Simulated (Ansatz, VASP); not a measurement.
# In in VASP and in Ansatz

```
In
1.0
     2.35783    0.00000    0.00000
     0.00000    2.35783    0.00000
     0.00000    0.00000    2.35783
In
1
Direct
  0.00000 0.00000 0.00000
```

Change from the starting cell: volume scaled by 0.5, PAW files.

Alike in both runs: task single point; functional LDA; k mesh 14 × 14 × 14; occupations fermi-dirac, width 0.05 eV; no spin polarisation.

|  | VASP | Ansatz |
| --- | --- | --- |
| version | VASP 6.6.1 | Ansatz 0.2.0 |
| potentials or method | VASP PAW LDA potentials, release 64 (In_d) | PAW with Ansatz's default frozen-core files, scalar-relativistic |
| plane-wave cutoff (eV) | 520 | 420 |
| valence electrons in the cell | 13 | 13 |

Ansatz gave:

- pressure (GPa): 189.6

Q: Estimate VASP's values.

A: Pressure (GPa): 192.2.

LDA's correlation is that of Perdew and Zunger in VASP and of Perdew and Wang (1992) in Ansatz. Both programs put the cell under a high pressure, so it lies far from rest at this level.

Noted on VASP's run: the cell as given lies far from equilibrium.
